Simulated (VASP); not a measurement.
# NaCl (Pm-3m) in VASP: further runs

Runs on NaCl. Level: r2SCAN. Tasks: single point.

Everything below comes from runs of VASP 6.6.1. Logs are shortened: lines on timing, memory, paths and dates and some standing lists are left out, and cuts for length are marked.

## (1) The cell of the first run

The structure is cubic, space group Pm-3m (No. 221). The conventional cell has a = 3.455 Å, b = 3.455 Å, c = 3.455 Å, α = 90.00°, β = 90.00°, γ = 90.00°. Cl (site symmetry m-3m) has 8 Na at 2.99 Å and 6 Cl at 3.45 Å within 3.9 Å. Na (site symmetry m-3m) has 8 Cl at 2.99 Å and 6 Na at 3.45 Å within 3.9 Å.

## (2) Single point, r2SCAN

POSCAR reads:

```
NaCl
1.0
    3.4548573058      0.0000000000      0.0000000000
    0.0000000000      3.4548573058      0.0000000000
    0.0000000000      0.0000000000      3.4548573058
Cl Na
1 1
Direct
    0.5000000000      0.5000000000      0.5000000000
    0.0000000000      0.0000000000      0.0000000000
```

INCAR.step1 reads:

```
SYSTEM = NaCl
PREC = Accurate
ENCUT = 520
ISMEAR = -1
SIGMA = 0.05
LREAL = .FALSE.
LASPH = .TRUE.
NELM = 80
NBANDS = 14
GGA = PE
ALGO = Normal
EDIFF = 1E-4
LWAVE = .TRUE.
LCHARG = .FALSE.
```

INCAR.step2 reads:

```
SYSTEM = NaCl
PREC = Accurate
ENCUT = 520
EDIFF = 1E-7
ISMEAR = -1
SIGMA = 0.05
LREAL = .FALSE.
LASPH = .TRUE.
NELM = 80
ALGO = Normal
ISIF = 2
LWAVE = .FALSE.
LCHARG = .TRUE.
METAGGA = R2SCAN
LMIXTAU = .TRUE.
LELF = .TRUE.
LVHAR = .TRUE.
NBANDS = 14
ISTART = 1
```

KPOINTS reads:

```
regular mesh
0
G
  8 8 8
  0 0 0
```

Potentials or basis: VASP PAW PBE potentials, release 64 (Cl, Na_pv).

Started as:

```bash
$ cat potpaw_PBE.64/Cl/POTCAR potpaw_PBE.64/Na_pv/POTCAR > POTCAR
$ cp INCAR.step1 INCAR
$ mpirun -np 1 vasp_std > vasp.out
$ cp INCAR.step2 INCAR
$ mpirun -np 1 vasp_std > vasp.out
```

OUTCAR:

```text
SYSTEM = NaCl
   PREC = Accurate
   ENCUT = 520
   EDIFF = 1E-7
   ISMEAR = -1
   LREAL = .FALSE.
   LASPH = .TRUE.
   NELM = 80
   ISIF = 2
   METAGGA = R2SCAN
   ISTART = 1

 ion  position               nearest neighbor table
   1  0.500  0.500  0.500-
   2  0.000  0.000  0.000-

  LATTYP: Found a simple cubic cell.
 ALAT       =     3.4548573058

  Lattice vectors:

 A1 = (   3.4548573058,   0.0000000000,   0.0000000000)
 A2 = (   0.0000000000,   3.4548573058,   0.0000000000)
 A3 = (   0.0000000000,   0.0000000000,   3.4548573058)

Analysis of symmetry for initial positions (statically):
=====================================================================
 Subroutine PRICEL returns:
 Original cell was already a primitive cell.

 Routine SETGRP: Setting up the symmetry group for a
 simple cubic supercell.

 Subroutine GETGRP returns: Found 48 space group operations
 (whereof 48 operations were pure point group operations)
 out of a pool of 48 trial point group operations.

The static configuration has the point symmetry O_h .

Analysis of symmetry for dynamics (positions and initial velocities):
=====================================================================
 Subroutine PRICEL returns:
 Original cell was already a primitive cell.

 Routine SETGRP: Setting up the symmetry group for a
 simple cubic supercell.

 Subroutine GETGRP returns: Found 48 space group operations
 (whereof 48 operations were pure point group operations)
 out of a pool of 48 trial point group operations.

The dynamic configuration has the point symmetry O_h .

 Subroutine INISYM returns: Found 48 space group operations
 (whereof 48 operations are pure point group operations),
 and found     1 'primitive' translations

----------------------------------------------------------------------------------------

                                     Primitive cell

  volume of cell :      41.2373

  direct lattice vectors                    reciprocal lattice vectors
     3.454857306  0.000000000  0.000000000     0.289447555  0.000000000  0.000000000
     0.000000000  3.454857306  0.000000000     0.000000000  0.289447555  0.000000000
     0.000000000  0.000000000  3.454857306     0.000000000  0.000000000  0.289447555

  length of vectors
     3.454857306  3.454857306  3.454857306     0.289447555  0.289447555  0.289447555

  position of ions in fractional coordinates (direct lattice)
     0.500000000  0.500000000  0.500000000
     0.000000000  0.000000000  0.000000000

  ion indices of the primitive-cell ions
   primitive index   ion index
                 1           1
                 2           2

----------------------------------------------------------------------------------------

 KPOINTS: regular mesh

Automatic generation of k-mesh.
 Grid dimensions read from file:
 generate k-points for:    8    8    8

 Generating k-lattice:

  Cartesian coordinates                     Fractional coordinates (reciprocal lattice)
     0.036180944  0.000000000  0.000000000     0.125000000  0.000000000  0.000000000
     0.000000000  0.036180944  0.000000000     0.000000000  0.125000000  0.000000000
     0.000000000  0.000000000  0.036180944     0.000000000  0.000000000  0.125000000

  Length of vectors
     0.036180944  0.036180944  0.036180944

  Shift w.r.t. Gamma in fractional coordinates (k-lattice)
     0.000000000  0.000000000  0.000000000

 Subroutine IBZKPT returns following result:
 ===========================================

 Found     35 irreducible k-points:

 Following reciprocal coordinates:
            Coordinates               Weight
  0.000000  0.000000  0.000000      1.000000
  0.125000  0.000000  0.000000      6.000000
  0.250000  0.000000  0.000000      6.000000
  0.375000  0.000000  0.000000      6.000000
  0.500000  0.000000  0.000000      3.000000
  0.125000  0.125000  0.000000     12.000000
[... 16 lines left out ...]
  0.375000  0.375000  0.125000     24.000000
  0.500000  0.375000  0.125000     24.000000
 [... further k-points ...]
   k-points           NKPTS =     35   k-points in BZ     NKDIM =     35   number of bands    NBANDS=     14
   number of dos      NEDOS =    301   number of ions     NIONS =      2
   total plane-waves  NPLWV =  21952
   dimension x,y,z NGX =    28 NGY =   28 NGZ =   28
   dimension x,y,z NGXF=    56 NGYF=   56 NGZF=   56
   ions per type =               1   1
   NGX,Y,Z   is equivalent  to a cutoff of  13.47, 13.47, 13.47 a.u.
   NGXF,Y,Z  is equivalent  to a cutoff of  26.95, 26.95, 26.95 a.u.
 SYSTEM =  NaCl
   PREC   = accura    normal or accurate (medium, high low for compatibility)
   ISTART =      1    job   : 0-new  1-cont  2-samecut
   ICHARG =      0    charge: 1-file 2-atom 10-const
   ISPIN  =      1    spin polarized calculation?
   LNONCOLLINEAR =      F non collinear calculations
   LSORBIT =      F    spin-orbit coupling
   LASPH  =      T    aspherical Exc in radial PAW
   ENCUT  =  520.0 eV  38.22 Ry    6.18 a.u.   6.42  6.42  6.42*2*pi/ulx,y,z
   NELM   =     80;   NELMIN=  2; NELMDL=  0     # of ELM steps
   EDIFF  = 0.1E-06   stopping-criterion for ELM
   LREAL  =      F    real-space projection
   EDIFFG = 0.1E-05   stopping-criterion for IOM
   NSW    =      0    number of steps for IOM
   IBRION =     -1    ionic relax: 0-MD 1-quasi-New 2-CG
   NFREE  =      0    steps in history (QN), initial steepest desc. (CG)
   ISIF   =      2    stress and relaxation
   ISYM   =      2    0-nonsym 1-usesym 2-fastsym
   POTIM  = 0.5000    time-step for ionic-motion
   TEBEG  =    0.0;   TEEND  =   0.0 temperature during run
   PSTRESS=    0.0 pullay stress
   NELECT =      14.0000    total number of electrons
   NUPDOWN=      -1.0000    fix difference up-down
   EMIN   =  10.00;   EMAX   =-10.00  energy-range for DOS
   EFERMI =   0.00;   METHOD = LEGACY
   ISMEAR =    -1;   SIGMA  =   0.05  broadening in eV -4-tet -1-fermi 0-gaus
   EFERMI_NEDOS =   21; number of points for ismear=-14 and -15
   IALGO  =     38    algorithm
   IMIX   =      4    mixing-type and parameters
     AMIX     =   0.40;   BMIX     =  1.00
     AMIX_MAG =   1.60;   BMIX_MAG =  1.00
  volume/ion in A,a.u.               =      20.62       139.14
  Fermi-wavevector in a.u.,A,eV,Ry     =   1.142056  2.158173 17.745968  1.304292
  Thomas-Fermi vector in A             =   2.278755
   LORBIT       =      0    0 simple, 1 ext, 2 COOP (PROOUT), +10 PAW based schemes
   METAGGA = R2SCAN    functional components
   LHFCALC =     F    Hartree Fock is set to
   AEXX    =    0.0000 exact exchange contribution
   IVDW    =     0    specifies the selected vdW correction
   LEPSILON=     F    determine dielectric tensor
   LRPA    =     F    only Hartree local field effects (RPA)
 non-spin polarized calculation
  energy-cutoff  :      520.00
  volume of cell :       41.24
 maximum number of plane-waves:      1141
 NGX is ok and might be reduce to    28
   NGX = 13   NGY = 13   NGZ = 13

 number of electron      14.0000001 magnetization

 Free energy of the ion-electron system (eV)
  ---------------------------------------------------
  ext. energy  EPLUGINS =         0.00000000
  ---------------------------------------------------
  free energy    TOTEN  =       -13.46591952 eV

  energy without entropy =      -13.46591952  energy(sigma->0) =      -13.46591952

 E-fermi :   1.4368     XC(G=0):  -9.0951

 val. band max:        0.3270628760   @ k =   0.5000   0.5000   0.0000
 cond. band min:       5.2935257958   @ k =   0.0000   0.0000   0.0000
 fundamental gap:      4.9664629198
 Fermi energy:         1.4367515369

 k-point     1 :       0.0000    0.0000    0.0000
  band No.  band energies     occupation
      1     -22.4662      2.00000
      2     -22.4662      2.00000
      3     -22.4662      2.00000
      4     -13.7839      2.00000
      5      -0.2126      2.00000
      6      -0.2126      2.00000
      7      -0.2126      2.00000
      8       5.2935      0.00000
      9       9.4615      0.00000
     10       9.4615      0.00000
     11      17.1417      0.00000
     12      17.1417      0.00000
     13      17.1417      0.00000
     14      17.6853      0.00000

 k-point     2 :       0.1250    0.0000    0.0000
  band No.  band energies     occupation
      1     -22.4728      2.00000
      2     -22.4656      2.00000
      3     -22.4656      2.00000
      4     -13.7285      2.00000
      5      -0.7206      2.00000
      6      -0.1775      2.00000
      7      -0.1775      2.00000
      8       5.7421      0.00000
      9       9.6446      0.00000
     10       9.8618      0.00000
     11      15.7751      0.00000
     12      15.7751      0.00000
     13      17.1734      0.00000
     14      17.2686      0.00000

 k-point     3 :       0.2500    0.0000    0.0000
  band No.  band energies     occupation
      1     -22.4887      2.00000
      2     -22.4641      2.00000
      3     -22.4641      2.00000
      4     -13.5894      2.00000
      5      -1.7085      2.00000
      6      -0.0905      2.00000
      7      -0.0905      2.00000
      8       6.6518      0.00000
      9      10.1798      0.00000
     10      10.5731      0.00000
     11      14.3539      0.00000
     12      14.3539      0.00000
     13      16.8411      0.00000
     14      16.8858      0.00000
[... 324 lines left out ...]
 k-point    23 :       0.3750    0.3750    0.1250
  band No.  band energies     occupation
      1     -22.4961      2.00000
      2     -22.4945      2.00000
      3     -22.4650      2.00000
      4     -13.1281      2.00000
      5      -1.9704      2.00000
      6      -1.8494      2.00000
      7      -0.1298      2.00000
      8       7.4908      0.00000
      9      10.2479      0.00000
     10      11.2534      0.00000
     11      12.4102      0.00000
     12      14.7290      0.00000
     13      14.8280      0.00000
     14      18.6937      0.00000

 k-point    24 :       0.5000    0.3750    0.1250
  band No.  band energies     occupation
      1     -22.5010      2.00000
      2     -22.4940      2.00000
      3     -22.4644      2.00000
      4     -13.0783      2.00000
      5      -2.1790      2.00000
      6      -1.8077      2.00000
      7      -0.0795      2.00000
      8       7.1404      0.00000
      9      10.6958      0.00000
     10      10.9600      0.00000
     11      12.2935      0.00000
     12      14.8938      0.00000
     13      14.9853      0.00000
     14      18.3759      0.00000

 [... further k-points ...]
[... 5 lines left out ...]
  --------------------------------------------------------------------------------------
  -------------------------------------------------------------------------------------
  Total       -0.0386108     -0.0386108     -0.0386108      0.0000000     -0.0000000      0.0000000
  in kB       -1.5001319     -1.5001319     -1.5001319      0.0000000     -0.0000000      0.0000000
  external PRESSURE =      -1.5001319 kB  Pullay stress =       0.0000000 kB

 VOLUME and BASIS-vectors are now :
 -----------------------------------------------------------------------------
  energy-cutoff  :      520.00
  volume of cell :       41.24
      direct lattice vectors                 reciprocal lattice vectors
     3.454857306  0.000000000  0.000000000     0.289447555  0.000000000  0.000000000
     0.000000000  3.454857306  0.000000000     0.000000000  0.289447555  0.000000000
     0.000000000  0.000000000  3.454857306     0.000000000  0.000000000  0.289447555

 POSITION                                       TOTAL-FORCE (eV/Angst)
 -----------------------------------------------------------------------------------
      1.72743      1.72743      1.72743         0.000000      0.000000      0.000000
      0.00000      0.00000      0.00000         0.000000      0.000000      0.000000
 -----------------------------------------------------------------------------------
    total drift:                               -0.000000      0.000000      0.000000

  FREE ENERGIE OF THE ION-ELECTRON SYSTEM (eV)
  ---------------------------------------------------
  free  energy   TOTEN  =       -13.4659195160 eV

  energy  without entropy=      -13.4659195160  energy(sigma->0) =      -13.46591952
```

It took 2 min on 1 thread of Intel Xeon 8259CL, shared host; peak memory 0.17 GiB.

Results:

```yaml
Free_energy: -13.4659 eV
Pressure: -0.2 GPa
Band_gap_on_the_k_mesh: 4.97 eV, indirect (least direct gap 5.51 eV)
```

Caveat: the PAW data sets were made with another functional, which shifts forces and pressure a little. A k mesh can miss the band edges.

## (3) Single point, r2SCAN

This run uses another cell than the first one, of 21.05 Å³/atom, 1.021 times its volume.

POSCAR reads:

```
NaCl
1.0
    3.4786846609      0.0000000000      0.0000000000
    0.0000000000      3.4786846609      0.0000000000
    0.0000000000      0.0000000000      3.4786846609
Cl Na
1 1
Direct
    0.5000000000      0.5000000000      0.5000000000
    0.0000000000      0.0000000000      0.0000000000
```

INCAR.step1 reads:

```
SYSTEM = NaCl
ALGO = Normal ; EDIFF = 1E-4
ENCUT = 520 ; GGA = PE
ISMEAR = -1 ; LASPH = .TRUE.
LCHARG = .FALSE. ; LREAL = .FALSE.
LWAVE = .TRUE. ; NBANDS = 14
NELM = 60 ; PREC = Accurate
SIGMA = 0.05
```

INCAR.step2 reads:

```
SYSTEM = NaCl
ALGO = Normal ; EDIFF = 1E-6
ENCUT = 520 ; ISIF = 2
ISMEAR = -1 ; ISTART = 1
LASPH = .TRUE. ; LCHARG = .FALSE.
LMIXTAU = .TRUE. ; LREAL = .FALSE.
LWAVE = .FALSE. ; METAGGA = R2SCAN
NBANDS = 14 ; NELM = 60
PREC = Accurate ; SIGMA = 0.05
```

KPOINTS reads:

```
k-points
0
G
  8 8 8
  0 0 0
```

Potentials or basis: VASP PAW PBE potentials, release 64 (Cl, Na_pv).

Started as:

```bash
$ cat potpaw_PBE.64/Cl/POTCAR potpaw_PBE.64/Na_pv/POTCAR > POTCAR
$ cp INCAR.step1 INCAR
$ mpirun -np 1 vasp_std > vasp.out
$ cp INCAR.step2 INCAR
$ mpirun -np 1 vasp_std > vasp.out
```

It took 1.7 min on 1 thread of Intel Xeon 8259CL, shared host; peak memory 0.16 GiB.

The run converged. Its results:

```
Free energy            : -13.4637 eV
Pressure               : -0.7 GPa
Band gap on the k mesh : 4.89 eV, indirect (least direct gap 5.41 eV)
```

Levels at points of the mesh, in eV from the valence-band top:
```tsv
k point	band 3	band 4	band 5	band 6	band 7	band 8	band 9	band 10	band 11	band 12
(0.00, 0.00, 0.00)	-22.81	-14.03	-0.52	-0.52	-0.52	4.89	9.16	9.16	16.74	16.74
(0.50, 0.00, 0.00)	-22.80	-13.65	-3.05	-0.28	-0.28	7.76	9.67	11.25	12.69	12.69
(0.50, 0.50, 0.00)	-22.80	-13.36	-2.38	-2.38	0.00	6.25	10.69	12.08	12.08	13.29
(0.50, 0.50, 0.50)	-22.83	-13.06	-1.96	-1.96	-1.96	7.75	7.75	7.75	13.15	17.18
```

Caveat: the PAW data sets were made with another functional, which shifts forces and pressure a little. A k mesh can miss the band edges.

## (4) Single point, r2SCAN

This run uses another cell than the first one, of 21.48 Å³/atom, 1.042 times its volume.

POSCAR reads:

```
NaCl
1.0
    3.5021900000      0.0000000000      0.0000000000
    0.0000000000      3.5021900000      0.0000000000
    0.0000000000      0.0000000000      3.5021900000
Cl Na
1 1
Direct
    0.5000000000      0.5000000000      0.5000000000
    0.0000000000      0.0000000000      0.0000000000
```

INCAR.step1 reads:

```
SYSTEM = NaCl
ALGO     = Normal         ! electronic algorithm
EDIFF    = 1E-4           ! SCF threshold, eV
ENCUT    = 520            ! plane-wave cutoff, eV
GGA      = PE             ! functional
ISMEAR   = -1             ! smearing method
LASPH    = .TRUE.         ! aspherical terms in the spheres
LCHARG   = .FALSE.        ! write CHGCAR
LREAL    = .FALSE.        ! projectors in reciprocal space
LWAVE    = .TRUE.         ! write WAVECAR
NBANDS   = 14             ! bands
NELM     = 100            ! most SCF steps
PREC     = Accurate       ! precision mode
SIGMA    = 0.05           ! smearing width, eV
```

INCAR.step2 reads:

```
SYSTEM = NaCl
ALGO     = Normal         ! electronic algorithm
EDIFF    = 1E-6           ! SCF threshold, eV
ENCUT    = 520            ! plane-wave cutoff, eV
ISIF     = 2              ! what is computed and relaxed
ISMEAR   = -1             ! smearing method
ISTART   = 1            
LASPH    = .TRUE.         ! aspherical terms in the spheres
LCHARG   = .FALSE.        ! write CHGCAR
LMIXTAU  = .TRUE.       
LREAL    = .FALSE.        ! projectors in reciprocal space
LWAVE    = .FALSE.        ! write WAVECAR
METAGGA  = R2SCAN         ! meta-GGA
NBANDS   = 14             ! bands
NELM     = 100            ! most SCF steps
PREC     = Accurate       ! precision mode
SIGMA    = 0.05           ! smearing width, eV
```

KPOINTS is that of step 3.

Potentials or basis: VASP PAW PBE potentials, release 64 (Cl, Na_pv).

Started as:

```bash
$ cat potpaw_PBE.64/Cl/POTCAR potpaw_PBE.64/Na_pv/POTCAR > POTCAR
$ cp INCAR.step1 INCAR
$ mpirun -np 1 vasp_std > vasp.out
$ cp INCAR.step2 INCAR
$ mpirun -np 1 vasp_std > vasp.out
```

OUTCAR:

```text
SYSTEM = NaCl
   EDIFF = 1E-6
   ENCUT = 520
   ISIF = 2
   ISMEAR = -1
   ISTART = 1
   LASPH = .TRUE.
   LREAL = .FALSE.
   METAGGA = R2SCAN
   NELM = 100
   PREC = Accurate

 ion  position               nearest neighbor table
   1  0.500  0.500  0.500-
   2  0.000  0.000  0.000-

  LATTYP: Found a simple cubic cell.
 ALAT       =     3.5021900000

  Lattice vectors:

 A1 = (   3.5021900000,   0.0000000000,   0.0000000000)
 A2 = (   0.0000000000,   3.5021900000,   0.0000000000)
[... 582 lines left out ...]
      7      -0.3413      2.00000
      8       6.8370      0.00000
      9      10.2393      0.00000
     10      10.5438      0.00000
     11      11.8980      0.00000
     12      14.4047      0.00000
     13      14.4597      0.00000
     14      17.6956      0.00000

 [... further k-points ...]
[... 5 lines left out ...]
  --------------------------------------------------------------------------------------
  -------------------------------------------------------------------------------------
  Total       -0.3329889     -0.3329889     -0.3329889      0.0000000     -0.0000000      0.0000000
  in kB      -12.4199885    -12.4199885    -12.4199885      0.0000000     -0.0000000      0.0000000
  external PRESSURE =     -12.4199885 kB  Pullay stress =       0.0000000 kB

 VOLUME and BASIS-vectors are now :
 -----------------------------------------------------------------------------
  energy-cutoff  :      520.00
  volume of cell :       42.96
      direct lattice vectors                 reciprocal lattice vectors
     3.502190000  0.000000000  0.000000000     0.285535622  0.000000000  0.000000000
     0.000000000  3.502190000  0.000000000     0.000000000  0.285535622  0.000000000
     0.000000000  0.000000000  3.502190000     0.000000000  0.000000000  0.285535622

 POSITION                                       TOTAL-FORCE (eV/Angst)
 -----------------------------------------------------------------------------------
      1.75110      1.75110      1.75110         0.000000      0.000000      0.000000
      0.00000      0.00000      0.00000         0.000000      0.000000      0.000000
 -----------------------------------------------------------------------------------
    total drift:                               -0.000000      0.000000      0.000000

  FREE ENERGIE OF THE ION-ELECTRON SYSTEM (eV)
  ---------------------------------------------------
  free  energy   TOTEN  =       -13.4585839756 eV

  energy  without entropy=      -13.4585839756  energy(sigma->0) =      -13.45858398
```

Wall time 1.8 min (1 thread of Intel Xeon 8259CL, shared host); peak memory 0.16 GiB.

Results:

```
Free energy            : -13.4586 eV
Pressure               : -1.2 GPa
Band gap on the k mesh : 4.81 eV, indirect (least direct gap 5.32 eV)
```

Caveat: the PAW data sets were made with another functional, which shifts forces and pressure a little.

(Continued in part 2 of 2.)
